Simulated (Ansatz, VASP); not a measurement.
One calculation of As, two programs

Contents of INCAR:

```
  PREC = Accurate
  ENCUT = 520
  EDIFF = 1E-7
  ISMEAR = -1
  SIGMA = 0.1
  LREAL = False
  LASPH = True
  NELM = 80
  ALGO = Normal
  ISIF = 2
  LWAVE = False
  LCHARG = False
  GGA = CA
  NBANDS = 8
```

The input KPOINTS:

```
regular mesh
0
Gamma
  13 13 13
```

POSCAR

```
As
1.0
    2.7445973252      0.0000000000      0.0000000000
    0.0000000000      2.7445973252      0.0000000000
    0.0000000000      0.0000000000      2.7445973252
As
1
Direct
    0.0000000000      0.0000000000      0.0000000000
```

Input for Ansatz:

```yaml
crystal:
  lattice:
    - [2.7445973252, 0.0, 0.0]
    - [0.0, 2.7445973252, 0.0]
    - [0.0, 0.0, 2.7445973252]
  atoms:
    - { symbol: As, position: [0.0, 0.0, 0.0] }
hamiltonian:
  xc: lda
  pseudopotentials:
    kind: paw
    azcp:
      As: "pseudopotentials/As.paw.azcp"
basis:
  ecutwfc: 420
  fft_grid_basis: typed
kpoints:
  mp_grid: { grid: [13, 13, 13], shift: [0, 0, 0] }
magnetization:
  spin_polarized: false
scf:
  occupations: { method: fermi_dirac, width: 0.1 }
  lower_state_search: "off"
output:
  stress: true
```

Alike in both runs: task single point; functional LDA; k mesh 13 × 13 × 13; occupations fermi-dirac, width 0.1 eV; no spin polarisation.

|  | VASP | Ansatz |
| --- | --- | --- |
| version | VASP 6.6.1 | Ansatz 0.2.0 |
| potentials or method | VASP PAW LDA potentials, release 64 (As), cutoff 520 eV | plane waves (420 eV) with PAW, scalar-relativistic |
| valence electrons in the cell | 5 | 15 |

|  | VASP | Ansatz | Ansatz less VASP |
| --- | --- | --- | --- |
| pressure (GPa) | -5.9 | -6.2 | -0.23 |

Ansatz warns that its potentials were made for another functional, while VASP's fit it. LDA's correlation is that of Perdew and Zunger in VASP and of Perdew and Wang (1992) in Ansatz. VASP's potentials hold 5 valence electrons a cell and Ansatz's 15, so a difference there can come from the potentials and not from the codes.
